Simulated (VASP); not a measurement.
# Hg (Fm-3m) in VASP: a series of runs, part 3 of 3

VASP 6.6.1. Earlier steps stand in the parts before.

## 6. Relaxation of cell and atoms, PBE, target pressure -3 GPa, at which the enthalpy is minimised

INCAR reads:

```
ALGO = Normal
EDIFF = 1E-6
EDIFFG = -0.1
ENCUT = 600
GGA = PE
IBRION = 2
ISIF = 3
ISMEAR = 0
LASPH = True
LCHARG = False
LREAL = False
LWAVE = False
NELM = 100
NSW = 30
PREC = Accurate
PSTRESS = -30.0
SIGMA = 0.1
```

KPOINTS reads:

```
k-points
0
Gamma
  8 8 8
```

POSCAR reads:

```
Hg
1.0
    0.0000000000      2.3919113801      2.3919113801
    2.3919113801      0.0000000000      2.3919113801
    2.3919113801      2.3919113801      0.0000000000
Hg
1
Direct
    0.0000000000      0.0000000000      0.0000000000
```

Potentials or basis: VASP PAW PBE potentials, release 64 (Hg).

Started as:

```sh
cat potpaw_PBE.64/Hg/POTCAR > POTCAR
mpirun -np 1 vasp_std > vasp.out
```

OUTCAR:

```text
EDIFF = 1E-6
   EDIFFG = -0.1
   ENCUT = 600
   GGA = PE
   IBRION = 2
   ISIF = 3
   ISMEAR = 0
   LASPH = True
   LREAL = False
   NELM = 100
   NSW = 30
   PREC = Accurate
   PSTRESS = -30.0

 ion  position               nearest neighbor table
   1  0.000  0.000  0.000-

  LATTYP: Found a face centered cubic cell.
 ALAT       =     4.7838227602

  Lattice vectors:

 A1 = (   0.0000000000,   2.3919113801,   2.3919113801)
 A2 = (   2.3919113801,   0.0000000000,   2.3919113801)
 A3 = (   2.3919113801,   2.3919113801,   0.0000000000)

Analysis of symmetry for initial positions (statically):
=====================================================================
 Subroutine PRICEL returns:
 Original cell was already a primitive cell.

 Routine SETGRP: Setting up the symmetry group for a
 face centered cubic supercell.

 Subroutine GETGRP returns: Found 48 space group operations
 (whereof 48 operations were pure point group operations)
 out of a pool of 48 trial point group operations.

The static configuration has the point symmetry O_h .

Analysis of symmetry for dynamics (positions and initial velocities):
=====================================================================
 Subroutine PRICEL returns:
 Original cell was already a primitive cell.

 Routine SETGRP: Setting up the symmetry group for a
 face centered cubic supercell.

 Subroutine GETGRP returns: Found 48 space group operations
 (whereof 48 operations were pure point group operations)
 out of a pool of 48 trial point group operations.

The dynamic configuration has the point symmetry O_h .

 Subroutine INISYM returns: Found 48 space group operations
 (whereof 48 operations are pure point group operations),
 and found     1 'primitive' translations

----------------------------------------------------------------------------------------

[... 75 lines left out ...]
   dimension x,y,z NGX =    28 NGY =   28 NGZ =   28
   dimension x,y,z NGXF=    56 NGYF=   56 NGZF=   56
   ions per type =               1
   NGX,Y,Z   is equivalent  to a cutoff of  13.76, 13.76, 13.76 a.u.
   NGXF,Y,Z  is equivalent  to a cutoff of  27.52, 27.52, 27.52 a.u.
 SYSTEM =  unknown system
   PREC   = accura    normal or accurate (medium, high low for compatibility)
   ISTART =      0    job   : 0-new  1-cont  2-samecut
   ICHARG =      2    charge: 1-file 2-atom 10-const
   ISPIN  =      1    spin polarized calculation?
   LNONCOLLINEAR =      F non collinear calculations
   LSORBIT =      F    spin-orbit coupling
   LASPH  =      T    aspherical Exc in radial PAW
   ENCUT  =  600.0 eV  44.10 Ry    6.64 a.u.   6.76  6.76  6.76*2*pi/ulx,y,z
   NELM   =    100;   NELMIN=  2; NELMDL= -5     # of ELM steps
   EDIFF  = 0.1E-05   stopping-criterion for ELM
   LREAL  =      F    real-space projection
   EDIFFG = -.1E+00   stopping-criterion for IOM
   NSW    =     30    number of steps for IOM
   IBRION =      2    ionic relax: 0-MD 1-quasi-New 2-CG
   NFREE  =      1    steps in history (QN), initial steepest desc. (CG)
   ISIF   =      3    stress and relaxation
   ISYM   =      2    0-nonsym 1-usesym 2-fastsym
   POTIM  = 0.5000    time-step for ionic-motion
   TEBEG  =    0.0;   TEEND  =   0.0 temperature during run
   PSTRESS=  -30.0 pullay stress
   NELECT =      12.0000    total number of electrons
   NUPDOWN=      -1.0000    fix difference up-down
   EMIN   =  10.00;   EMAX   =-10.00  energy-range for DOS
   EFERMI =   0.00;   METHOD = LEGACY
   ISMEAR =     0;   SIGMA  =   0.10  broadening in eV -4-tet -1-fermi 0-gaus
   EFERMI_NEDOS =   21; number of points for ismear=-14 and -15
   IALGO  =     38    algorithm
   IMIX   =      4    mixing-type and parameters
     AMIX     =   0.40;   BMIX     =  1.00
     AMIX_MAG =   1.60;   BMIX_MAG =  1.00
  volume/ion in A,a.u.               =      27.37       184.70
  Fermi-wavevector in a.u.,A,eV,Ry     =   1.243694  2.350241 21.045144  1.546774
  Thomas-Fermi vector in A             =   2.377993
   LORBIT       =      0    0 simple, 1 ext, 2 COOP (PROOUT), +10 PAW based schemes
   GGA     = PE    functional components
   LHFCALC =     F    Hartree Fock is set to
   AEXX    =    0.0000 exact exchange contribution
   IVDW    =     0    specifies the selected vdW correction
   LEPSILON=     F    determine dielectric tensor
   LRPA    =     F    only Hartree local field effects (RPA)
 conjugate gradient relaxation of ions
 non-spin polarized calculation
 Gauss-broadening in eV      SIGMA  =   0.10
  energy-cutoff  :      600.00
  volume of cell :       27.37
 maximum number of plane-waves:       941
   NGX = 13   NGY = 13   NGZ = 13

--------------------------------------- Ionic step        1  -------------------------------------------

 number of electron      11.9999999 magnetization

 Free energy of the ion-electron system (eV)
  ---------------------------------------------------
  ext. energy  EPLUGINS =         0.00000000
  ---------------------------------------------------
  free energy    TOTEN  =        -0.15328633 eV

  energy without entropy =       -0.15157577  energy(sigma->0) =       -0.15243105

 E-fermi :   1.5974     XC(G=0): -10.0412

 val. band max:        1.5728519563   @ k =   0.5000   0.5000   0.0000
 cond. band min:       1.7656193691   @ k =   0.5000   0.1250   0.0000
 fundamental gap:      0.1927674128
 Fermi energy:         1.5973687727
[... 928 lines left out ...]
--------------------------------------- Ionic step        9  -------------------------------------------

 number of electron      11.9999996 magnetization

 Free energy of the ion-electron system (eV)
  ---------------------------------------------------
  ext. energy  EPLUGINS =         0.00000000
  ---------------------------------------------------
  free energy    TOTEN  =         0.26733470 eV

  energy without entropy =        0.26733470  energy(sigma->0) =        0.26733470

 E-fermi :  -5.0935     XC(G=0):  -3.9309

 val. band max:       -5.5633450963   @ k =  -0.2500   0.5000   0.2500
 cond. band min:      -0.9858359659   @ k =   0.5000   0.0000   0.0000
 fundamental gap:      4.5775091304
 Fermi energy:        -5.0935115836
[... 344 lines left out ...]
  energy  without entropy=        0.2673346957  energy(sigma->0) =        0.26733470

  enthalpy is  TOTEN    =        -2.2828089212 eV   P V=       -2.5501436169

 reached required accuracy - stopping structural energy minimisation
```

OSZICAR:

```text
N       E                     dE             d eps       ncg     rms          rms(c)
DAV:   1     0.796188341747E+02    0.79619E+02   -0.71942E+03   620   0.127E+03
DAV:   2     0.117442652419E+01   -0.78444E+02   -0.73622E+02   610   0.260E+02
DAV:   3    -0.167937604124E+00   -0.13424E+01   -0.13411E+01   642   0.412E+01
[... 95 lines left out ...]
DAV:   5     0.267565367649E+00    0.41499E-02   -0.57664E-03   580   0.472E-01    0.109E-01
DAV:   6     0.267342936958E+00   -0.22243E-03   -0.18868E-04   582   0.124E-01    0.111E-02
DAV:   7     0.267333355122E+00   -0.95818E-05   -0.12402E-05   608   0.241E-02    0.115E-02
DAV:   8     0.267334620522E+00    0.12654E-05   -0.33561E-06   580   0.131E-02    0.264E-03
DAV:   9     0.267334695720E+00    0.75198E-07   -0.15341E-07   556   0.362E-03
   9 F= -.22828089E+01 E0= -.22828089E+01  d E =-.158083E-02
```

Wall time 34 s (1 thread of Intel Xeon 6975P-C (Granite Rapids), shared host); peak memory 0.16 GiB.

Results:

| Item | Value |
| --- | --- |
| Free energy | 0.2673 eV |
| Relaxed volume | 136.19 Å³/atom |
| Relaxed cell | a = 5.775 Å, b = 5.775 Å, c = 5.775 Å, α = 60.00°, β = 60.00°, γ = 60.00° |
| Space group after relaxing (to 0.05 Å) | Fm-3m (No. 225) |
| Energy change on relaxing (the enthalpy is what falls) | +420.6 meV/atom |
| Ionic steps | 9 |
| Pressure after relaxing | -3.0 GPa |
| Band gap on the k mesh | 4.58 eV, indirect (least direct gap 4.69 eV) |

Step by step:
| step | energy change (eV) | largest force (eV/Å) | pressure (GPa) | volume (Å³) |
| --- | --- | --- | --- | --- |
| 1 | 0.0000 | 0.0000 | 1.98 | 27.37 |
| 2 | -0.0191 | 0.0000 | 0.07 | 30.88 |
| 3 | 0.0004 | 0.0000 | -0.62 | 40.04 |
| 4 | 0.0890 | 0.0000 | -0.62 | 63.47 |
| 5 | 0.3917 | 0.0000 | -2.76 | 134.59 |
| 6 | 1.2298 | 0.0000 | -7.91 | 160.71 |
| 7 | 0.4549 | 0.0000 | -3.29 | 137.94 |
| 8 | 0.2126 | 0.0000 | -0.88 | 117.93 |
| 9 | 0.4206 | 0.0000 | -3.01 | 136.19 |

Final structure:
```
Hg
1.0
     0.00000    4.08358    4.08358
     4.08358    0.00000    4.08358
     4.08358    4.08358    0.00000
Hg
1
Direct
  0.00000 0.00000 0.00000
```

Caveat: the cell is relaxed towards a set pressure, so the enthalpy falls and the energy may rise; the volume moved by over 15 % at a fixed basis, so the end points are rough; spin-orbit coupling is left out, which moves the levels of the heavy elements. A k mesh can miss the band edges.

## 7. The runs side by side

```csv
task,level,spin,cell,k mesh,cutoff (eV),smearing,gap on the mesh (eV),pressure (GPa)
single point,PBE+D3(BJ),off,as given,6 × 6 × 6,520,gaussian 0.1 eV,none,-0.7
single point,PBEsol,off,as given,8 × 8 × 8,520,fermi-dirac 0.025852 eV,none,-1.7
single point,revPBE,off,as given,8 × 8 × 8,520,fermi-dirac 0.1 eV,none,3.3
single point,RPBE,"collinear, zero start",as given,8 × 8 × 8,520,gaussian 0.1 eV,none,4.3
relaxation of cell and atoms,PBE,off,relaxed to -3 GPa,8 × 8 × 8,600,gaussian 0.1 eV,4.58,-3.0
```

Alike in all rows: potentials or basis VASP PAW PBE potentials, release 64 (Hg).

Caveats: some runs use coarse meshes; spin-orbit coupling is left out, which moves the levels of the heavy elements; the PAW data sets were made with another functional, which shifts forces and pressure a little (some runs); pairwise dispersion overbinds metals, which lowers pressure and volume (some runs); the cell is relaxed towards a set pressure, so the enthalpy falls and the energy may rise (some runs); the volume moved by over 15 % at a fixed basis, so the end points are rough (some runs).

Absolute energies hang on the potentials; compare differences alone.
